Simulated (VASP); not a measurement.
## KBr: single point with LDA

KBr:

```
K Br
1.0
     0.00000    3.24311    3.29250
     3.24311    0.00000    3.29250
     3.24311    3.24311    0.00000
K Br
1 1
Direct
  0.00000 0.00000 0.00000
  0.50000 0.50000 0.50000
```

This cell differs from its parent crystal: strain -0.015 along x and y, +0.000 along z.

```yaml
Program: VASP 6.6.1
Task: single point
Functional: LDA
Potentials_or_basis: VASP PAW LDA potentials, release 64 (K_sv, Br)
Cutoff: 520 eV
k_mesh: 6 × 6 × 6
Occupations: gaussian, width 0.05 eV
Spin: no spin polarisation
```

```json
{
 "Pressure": "-1.1 GPa",
 "Band gap on the k mesh": "4.13 eV, direct"
}
```

Stress tensor (GPa, compression positive):
```
-0.95  0.00  0.00
 0.00 -0.95  0.00
 0.00  0.00 -1.41
```

Levels at points of the mesh, in eV from the valence-band top:
```
           k point  band 5  band 6  band 7  band 8  band 9  band 10  band 11  band 12
(0.00, 0.00, 0.00)  -11.05   -0.01    0.00    0.00    4.13     7.28     7.38     7.38
(0.50, 0.00, 0.00)  -10.80   -1.33   -0.39   -0.39    6.32     8.06     9.62     9.62
(0.50, 0.50, 0.00)  -11.10   -0.91   -0.30   -0.30    5.52     6.98     9.23     9.29
(0.50, 0.00, 0.50)  -11.10   -0.89   -0.33   -0.32    5.50     7.00     9.26     9.37
```

Wall time 38 s on 1 thread of AMD EPYC 7R43 64-Core Processor (Zen 3), on a shared host, peak memory 0.15 GiB.

Caveat: the cell differs from its parent crystal (strain -0.015 along x and y, +0.000 along z).
